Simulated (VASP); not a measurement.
Here is a VASP 6.6.1 calculation.

The input INCAR:

```
SYSTEM = Ta
ALGO     = Fast           ! electronic algorithm
EDIFF    = 1E-7           ! SCF threshold, eV
ENCUT    = 520            ! plane-wave cutoff, eV
ISIF     = 2              ! what is computed and relaxed
ISMEAR   = 0              ! smearing method
LASPH    = .TRUE.         ! aspherical terms in the spheres
LCHARG   = .FALSE.        ! write CHGCAR
LREAL    = .FALSE.        ! projectors in reciprocal space
LWAVE    = .FALSE.        ! write WAVECAR
NBANDS   = 30             ! bands
NELM     = 60             ! most SCF steps
PREC     = Accurate       ! precision mode
SIGMA    = 0.15           ! smearing width, eV
```

Contents of KPOINTS:

```
k-points
0
G
  12 12 4
  0 0 0
```

File POSCAR:

```
Ta
1.0
    2.8540732909      0.0111682711      0.0091898480
   -1.4173646390      2.4234070843     -0.0104663171
    0.0328020879     -0.0241993490     10.2634179553
Ta
4
Direct
    0.7102793891      0.3714635710      0.3763490899
    0.6272641344      0.3158362109      0.8672836997
    0.3249417035      0.6605783687      0.1262592086
    0.3375147730      0.6521218494      0.6301080018
```

Potentials or basis: VASP PAW LDA potentials, release 64 (Ta_pv).

Command:

```bash
$ cat potpaw_LDA.64/Ta_pv/POTCAR > POTCAR
$ mpirun -np 1 vasp_std > vasp.out
```

(1) What does it give for the pressure?

(2) Predict the largest force.

(3) What does it give for the band gap on the k mesh?

## Answers

(1) 0.1 GPa.

(2) 1.389 eV/Å.

(3) zero (band 22 reaches 6.81 eV, above the bottom of band 23 at 5.35 eV).

Caveat: the cell differs from its parent crystal (atoms moved at random and the cell strained at random); spin-orbit coupling is left out, which moves the levels of the heavy elements; forces of over 1 eV/Å act on the atoms, so gaps and moduli don't describe the material at rest.
